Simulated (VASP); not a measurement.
# NaH: single point with r2SCAN

The system is NaH.

```
Na H
1.0
     0.00000    2.39751    2.31480
     2.39751    0.00000    2.31480
     2.39751    2.39751    0.00000
Na H
1 1
Cartesian
  0.0000 0.0000 0.0000
  2.3975 2.3975 2.3148
```

This cell differs from its parent crystal: uniaxial z strain -3.5%.

| Item | Value |
| --- | --- |
| Program | VASP 6.6.1 |
| Task | single point |
| Functional | r2SCAN |
| Potentials or basis | VASP PAW PBE potentials, release 64 (Na_pv, H) |
| Cutoff | 520 eV |
| k mesh | 10 × 10 × 10 |
| Occupations | gaussian, width 0.01 eV |
| Spin | no spin polarisation |
| Dipole correction | no |
| Further INCAR settings | ALGO = Normal; EDIFF = 1e-07; NBANDS = 11 |

```json
{
 "Pressure": "0.6 GPa",
 "Band gap on the k mesh": "4.46 eV (least direct gap 5.34 eV)"
}
```

Stress tensor (GPa, compression positive):
```
0.10 0.00 0.00
0.00 0.10 0.00
0.00 0.00 1.68
```

Levels at points of the mesh, in eV from the valence-band top:
| k point | band 1 | band 2 | band 3 | band 4 | band 5 | band 6 | band 7 | band 8 | band 9 |
| --- | --- | --- | --- | --- | --- | --- | --- | --- | --- |
| (0.00, 0.00, 0.00) | -22.82 | -22.82 | -22.80 | -3.74 | 11.94 | 16.73 | 16.73 | 16.91 | 17.82 |
| (0.50, 0.00, 0.00) | -22.92 | -22.83 | -22.82 | -0.88 | 4.46 | 12.08 | 13.99 | 14.54 | 17.90 |
| (0.50, 0.50, 0.00) | -22.90 | -22.86 | -22.86 | -0.09 | 5.61 | 10.67 | 11.44 | 11.44 | 13.56 |
| (0.50, 0.00, 0.50) | -22.91 | -22.85 | -22.84 | -0.26 | 5.15 | 11.05 | 11.91 | 11.93 | 13.72 |

It took 2.9 min on 1 thread of Intel(R) Xeon(R) Platinum 8488C (Sapphire Rapids), with other jobs on the host, peak memory 0.17 GiB.

Caveat: the cell differs from its parent crystal (uniaxial z strain -3.5%); the structure was generated, so it needn't be the stable form of NaH; the PAW data sets were made with another functional, which shifts forces and pressure a little. A k mesh can miss the band edges.
